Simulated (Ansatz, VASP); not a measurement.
KF in VASP and in Ansatz

The input INCAR:

```
PREC = Accurate
ENCUT = 1350
EDIFF = 1E-7
ISMEAR = 0
SIGMA = 0.15
LREAL = F
LASPH = T
NELM = 120
ALGO = Normal
ISIF = 3
LWAVE = F
LCHARG = F
GGA = PE
IBRION = 2
NSW = 36
EDIFFG = -0.08
GGA_COMPAT = F
NELMIN = 4
```

KPOINTS

```
regular mesh
0
Gamma
  5 5 5
```

Contents of POSCAR:

```
KF
1.0
    0.0000000000      2.6896053000      2.6896053000
    2.6896053000      0.0000000000      2.6896053000
    2.6896053000      2.6896053000      0.0000000000
K F
1 1
Direct
    0.0000000000      0.0000000000      0.0000000000
    0.5000000000      0.5000000000      0.5000000000
```

Input for Ansatz:

```yaml
crystal:
  lattice:
    - [0.0, 2.6896053, 2.6896053]
    - [2.6896053, 0.0, 2.6896053]
    - [2.6896053, 2.6896053, 0.0]
  atoms:
    - { symbol: K, position: [0.0, 0.0, 0.0] }
    - { symbol: F, position: [0.5, 0.5, 0.5] }
basis:
  ecutwfc: 420
kpoints:
  mp_grid: { grid: [5, 5, 5] }
hamiltonian:
  xc: pbe
scf:
  occupations: { method: gaussian, width: 0.15 }
  lower_state_search: "off"
output:
  forces: true
  stress: true
  eigenvalues: true
relax:
  adjacent_minimum: "off"
  f_tol: 0.08
  max_steps: 16
  cell: { stress_tol: 0.8 }
```

Change from the starting cell: species swapped into the TmN type (Fm-3m, No. 225).

Alike in both runs: task relaxation of cell and atoms; functional PBE; k mesh 5 × 5 × 5; occupations gaussian, width 0.15 eV; no spin polarisation.

|  | VASP | Ansatz |
| --- | --- | --- |
| version | VASP 6.6.1 | Ansatz 0.2.0 |
| potentials or method | VASP PAW PBE potentials, release 64 (K_sv, F_h), cutoff 1350 eV | scalar-relativistic, plane waves, PAW |
| valence electrons in the cell | 16 | 16 |

|  | VASP | Ansatz | Ansatz less VASP |
| --- | --- | --- | --- |
| gap on the k mesh at the Fermi level, each at its own relaxed structure (eV) | 6.07 | 6.08 | +0.010 |
| relaxed volume (Å³/atom) | 19.46 | 19.46 | 0.000 |
| relaxed length of the cell vector where the two differ most in proportion (Å) | 3.804 | 3.804 | 0.0000 |

Noted on VASP's run: the relaxation stopped at its first step, so nothing moved.
